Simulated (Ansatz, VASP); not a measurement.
**AlRu in VASP and in Ansatz**

```
Al Ru
1.0
     2.99160    0.00000    0.00000
     0.00000    2.99160    0.00000
     0.00000    0.00000    2.93177
Al Ru
1 1
Direct
  0.00000 0.00000 0.00000
  0.50000 0.50000 0.50000
```

Change from the starting cell: strain -0.0200 x Voigt [0, 0, 1, 0, 0, 0], atoms carried along.

Alike in both runs: task single point; functional r2SCAN; k mesh 16 × 16 × 16; occupations gaussian, width 0.15 eV; no spin polarisation.

|  | VASP | Ansatz |
| --- | --- | --- |
| version | VASP 6.6.1 | Ansatz 0.2.0 |
| potentials or method | VASP PAW PBE potentials, release 64 (Al, Ru_pv), cutoff 520 eV | scalar-relativistic, plane waves, PAW |
| valence electrons in the cell | 17 | 19 |

```tsv
	VASP	Ansatz	Ansatz less VASP
gap on the k mesh at the Fermi level (eV)	none	none	-
pressure (GPa)	2.7	2.6	-0.16
traceless stress, the component that is largest in VASP (GPa)	2.66	2.66	-0.008
```

VASP's potentials were made for PBE, not for r2SCAN. A gap of «none» marks a metal or a gap that the smearing closes. With one functional, cell and mesh, what is left measures potentials, basis and numerics. VASP's potentials hold 17 valence electrons a cell and Ansatz's 19, so a difference there can come from the potentials and not from the codes.
